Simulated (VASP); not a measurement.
# SiNi3 (Pm-3m) in VASP: a series of runs, part 2 of 2

VASP 6.6.1. Earlier steps stand in the parts before.

## 4. Single point, revPBE, collinear spin, ferromagnetic start

This run uses another cell than the first one, of 10.96 Å³/atom.

File INCAR:

```
SYSTEM = SiNi3
PREC = Accurate
ENCUT = 690
EDIFF = 1E-6
ISMEAR = -1
SIGMA = 0.05
LREAL = .False.
LASPH = .True.
NELM = 200
ALGO = Normal
ISIF = 2
LWAVE = .False.
LCHARG = .False.
ISPIN = 2
MAGMOM = 1 1 1 0
LORBIT = 11
LMAXMIX = 4
GGA = RE
NBANDS = 41
GGA_COMPAT = .False.
```

File KPOINTS:

```
regular mesh
0
Gamma
  8 8 8
  0 0 0
```

File POSCAR:

```
SiNi3
1.0
    3.5257708795      0.0000000000      0.0000000000
    0.0000000000      3.5257708795      0.0000000000
    0.0000000000      0.0000000000      3.5257708795
Ni Si
3 1
Direct
    0.5000000000      0.5000000000      0.0000000000
    0.5000000000      0.0000000000      0.5000000000
    0.0000000000      0.5000000000      0.5000000000
    0.0000000000      0.0000000000      0.0000000000
```

Potentials or basis: VASP PAW PBE potentials, release 64 (Ni_sv_GW, Si).

Run with:

```bash
$ cat potpaw_PBE.64/Ni_sv_GW/POTCAR potpaw_PBE.64/Si/POTCAR > POTCAR
$ mpirun -np 1 vasp_std > vasp.out
```

OUTCAR:

```text
SYSTEM = SiNi3
   PREC = Accurate
   ENCUT = 690
   EDIFF = 1E-6
   ISMEAR = -1
   LREAL = .False.
   LASPH = .True.
   NELM = 200
   ISIF = 2
   ISPIN = 2
   LORBIT = 11
   GGA = RE

 ion  position               nearest neighbor table
   1  0.500  0.500  0.000-   2 2.49   3 2.49   4 2.49   2 2.49   3 2.49   2 2.49   4 2.49   2 2.49
                             3 2.49   4 2.49   3 2.49   4 2.49
   2  0.500  0.000  0.500-   1 2.49   3 2.49   4 2.49   1 2.49   4 2.49   1 2.49   3 2.49   1 2.49
                             3 2.49   4 2.49   4 2.49   3 2.49
   3  0.000  0.500  0.500-   1 2.49   2 2.49   4 2.49   1 2.49   4 2.49   2 2.49   4 2.49   4 2.49
                             1 2.49   2 2.49   1 2.49   2 2.49
   4  0.000  0.000  0.000-   1 2.49   2 2.49   3 2.49   2 2.49   3 2.49   1 2.49   3 2.49   3 2.49
                             1 2.49   2 2.49   2 2.49   1 2.49

  LATTYP: Found a simple cubic cell.
 ALAT       =     3.5257708795

  Lattice vectors:

 A1 = (   3.5257708795,   0.0000000000,   0.0000000000)
 A2 = (   0.0000000000,   3.5257708795,   0.0000000000)
 A3 = (   0.0000000000,   0.0000000000,   3.5257708795)

Analysis of symmetry for initial positions (statically):
=====================================================================
 Subroutine PRICEL returns:
 Original cell was already a primitive cell.

 Routine SETGRP: Setting up the symmetry group for a
 simple cubic supercell.

 Subroutine GETGRP returns: Found 48 space group operations
 (whereof 48 operations were pure point group operations)
 out of a pool of 48 trial point group operations.

The static configuration has the point symmetry O_h .

Analysis of symmetry for dynamics (positions and initial velocities):
=====================================================================
 Subroutine PRICEL returns:
 Original cell was already a primitive cell.

 Routine SETGRP: Setting up the symmetry group for a
 simple cubic supercell.

 Subroutine GETGRP returns: Found 48 space group operations
 (whereof 48 operations were pure point group operations)
 out of a pool of 48 trial point group operations.

The dynamic configuration has the point symmetry O_h .
[... 165 lines left out ...]

 E-fermi :   9.3713     XC(G=0): -13.3743

 val. band max:        9.3117609064   @ k =   0.1250   0.1250   0.0000
 cond. band min:       9.3808335094   @ k =   0.5000   0.3750   0.3750
 fundamental gap:      0.0690726031
 Fermi energy:         9.3712891518

 spin component 1

 k-point     1 :       0.0000    0.0000    0.0000
  band No.  band energies     occupation
      1     -93.9049      1.00000
      2     -93.8724      1.00000
      3     -93.8724      1.00000
      4     -54.3139      1.00000
      5     -54.3139      1.00000
      6     -54.3139      1.00000
[... 1045 lines left out ...]
     40      24.0261      0.00000
     41      26.3585      0.00000

 [... further k-points ...]

 spin component 2

 k-point     1 :       0.0000    0.0000    0.0000
  band No.  band energies     occupation
      1     -93.9051      1.00000
      2     -93.8725      1.00000
      3     -93.8725      1.00000
      4     -54.3140      1.00000
      5     -54.3140      1.00000
      6     -54.3140      1.00000
[... 1045 lines left out ...]
     40      24.0262      0.00000
     41      26.4128      0.00000

 [... further k-points ...]
[... 5 lines left out ...]
  --------------------------------------------------------------------------------------
  -------------------------------------------------------------------------------------
  Total       -0.2185742     -0.2185742     -0.2185742      0.0000000      0.0000000     -0.0000000
  in kB       -7.9900087     -7.9900087     -7.9900087      0.0000000      0.0000000     -0.0000000
  external PRESSURE =      -7.9900087 kB  Pullay stress =       0.0000000 kB

 VOLUME and BASIS-vectors are now :
 -----------------------------------------------------------------------------
  energy-cutoff  :      690.00
  volume of cell :       43.83
      direct lattice vectors                 reciprocal lattice vectors
     3.525770880  0.000000000  0.000000000     0.283625917  0.000000000  0.000000000
     0.000000000  3.525770880  0.000000000     0.000000000  0.283625917  0.000000000
     0.000000000  0.000000000  3.525770880     0.000000000  0.000000000  0.283625917

 POSITION                                       TOTAL-FORCE (eV/Angst)
 -----------------------------------------------------------------------------------
      1.76289      1.76289      0.00000         0.000000      0.000000      0.000000
      1.76289      0.00000      1.76289         0.000000      0.000000      0.000000
      0.00000      1.76289      1.76289         0.000000      0.000000      0.000000
      0.00000      0.00000      0.00000         0.000000      0.000000      0.000000
 -----------------------------------------------------------------------------------
    total drift:                                0.000000      0.000000     -0.000000

  FREE ENERGIE OF THE ION-ELECTRON SYSTEM (eV)
  ---------------------------------------------------
  free  energy   TOTEN  =       -24.9205840852 eV

  energy  without entropy=      -24.9017546965  energy(sigma->0) =      -24.91116939

 total charge

# of ion       s       p       d       f       tot
--------------------------------------------------
    1        2.225   6.320   7.859   0.005  16.409
    2        2.225   6.320   7.859   0.005  16.409
    3        2.225   6.320   7.859   0.005  16.409
    4        0.728   0.815   0.000   0.000   1.543
--------------------------------------------------
tot          7.403  19.776  23.577   0.014  50.770

 magnetization (x)

# of ion       s       p       d       f       tot
--------------------------------------------------
    1       -0.000  -0.000   0.000  -0.000   0.000
    2       -0.000  -0.000   0.000  -0.000   0.000
    3       -0.000  -0.000   0.000  -0.000   0.000
    4       -0.000  -0.000   0.000   0.000  -0.000
--------------------------------------------------
tot         -0.000  -0.000   0.000  -0.000   0.000
```

OSZICAR:

```text
N       E                     dE             d eps       ncg     rms          rms(c)
DAV:   1     0.123794588118E+04    0.12379E+04   -0.35239E+04  9105   0.586E+03
DAV:   2     0.113521811182E+03   -0.11244E+04   -0.10825E+04 10449   0.150E+03
DAV:   3    -0.265116807206E+02   -0.14003E+03   -0.13328E+03 11308   0.714E+02
DAV:   4    -0.353332411865E+02   -0.88216E+01   -0.86498E+01 11115   0.165E+02
DAV:   5    -0.358459896230E+02   -0.51275E+00   -0.51090E+00 10505   0.356E+01    0.305E+01
DAV:   6    -0.395403442875E+02   -0.36944E+01   -0.11139E+02  9064   0.608E+02    0.338E+01
DAV:   7    -0.246983830434E+02    0.14842E+02   -0.61852E+01  8367   0.379E+02    0.519E+00
DAV:   8    -0.249431208268E+02   -0.24474E+00   -0.34649E+00 11144   0.440E+01    0.209E+00
DAV:   9    -0.249180978173E+02    0.25023E-01   -0.17058E-01 10952   0.137E+01    0.780E-01
DAV:  10    -0.249190427393E+02   -0.94492E-03   -0.12909E-02 11312   0.437E+00    0.504E-01
DAV:  11    -0.249205728913E+02   -0.15302E-02   -0.95323E-04 10752   0.869E-01    0.253E-01
DAV:  12    -0.249205809511E+02   -0.80597E-05   -0.30250E-04 11168   0.709E-01    0.539E-02
DAV:  13    -0.249205847222E+02   -0.37711E-05   -0.46503E-05 10992   0.291E-01    0.101E-02
DAV:  14    -0.249205840852E+02    0.63697E-06   -0.94592E-07  5056   0.426E-02
   1 F= -.24920584E+02 E0= -.24911169E+02  d E =-.188294E-01  mag=     0.0006
```

Wall time 3.1 min (1 thread of Intel Xeon Platinum 8488C (Sapphire Rapids), shared host); peak memory 0.3 GiB.

What came out:

```
Free energy                                           : -24.9206 eV
Pressure                                              : -0.8 GPa
Band gap on the k mesh                                : zero (filled and empty bands overlap)
Net moment                                            : 0.00 μB per cell
Valence electrons inside the program's atomic spheres : Ni 16.41; Si 1.54
```

Levels at points of the mesh, in eV from the Fermi level:
Spin up:
```
           k point  band 26  band 27  band 28  band 29  band 30  band 31  band 32  band 33
(0.00, 0.00, 0.00)    -0.62    -0.62    -0.29     0.03     0.03     0.03     4.68     6.20
(0.50, 0.00, 0.00)    -1.28    -1.12    -0.55     0.03     3.52     3.52     5.04     5.16
(0.50, 0.50, 0.00)    -1.41    -1.08    -1.00    -0.93     0.63     0.63     5.48     6.21
(0.50, 0.50, 0.50)    -1.21    -1.21    -0.46    -0.20    -0.20    -0.20     1.16     3.91
```
Spin down:
```
           k point  band 26  band 27  band 28  band 29  band 30  band 31  band 32  band 33
(0.00, 0.00, 0.00)    -0.62    -0.62    -0.29     0.03     0.03     0.03     4.68     6.20
(0.50, 0.00, 0.00)    -1.28    -1.12    -0.55     0.03     3.52     3.52     5.04     5.16
(0.50, 0.50, 0.00)    -1.41    -1.08    -1.00    -0.93     0.63     0.63     5.48     6.21
(0.50, 0.50, 0.50)    -1.21    -1.21    -0.46    -0.20    -0.20    -0.20     1.16     3.91
```

Caveat: the moments typed at the start vanished in this run; the PAW data sets were made with another functional, which shifts forces and pressure a little.

## 5. Overview

| level | fixed moment (μB) | cell | k mesh | gap on the mesh (eV) | pressure (GPa) | moment (μB) |
| --- | --- | --- | --- | --- | --- | --- |
| PBE | 0.8 | a = 3.542 Å, 4 atoms | 6 × 6 × 6 | - | -6.1 | 0.80 |
| PBE+D4 | - | a = 3.470 Å, 4 atoms | 8 × 8 × 8 | none | -0.8 | 0.00 |
| revPBE | - | a = 3.526 Å, 4 atoms | 8 × 8 × 8 | none | -0.8 | 0.00 |

Alike in all rows: task single point; potentials or basis VASP PAW PBE potentials, release 64 (Ni_sv_GW, Si); spin collinear, ferromagnetic start; cutoff (eV) 690; smearing fermi-dirac 0.05 eV.

Caveats: the moments typed at the start vanished in this run (at least some runs); the cell stands under tension (at least some runs); the total moment is fixed, so each spin has its own Fermi level and the state may be an excited one (at least some runs); the PAW data sets were made with another functional, which shifts forces and pressure a little (at least some runs).

Absolute energies hang on the potentials; compare differences alone.

The gap in the log of VASP goes by the Fermi energy; the results here count the filled bands.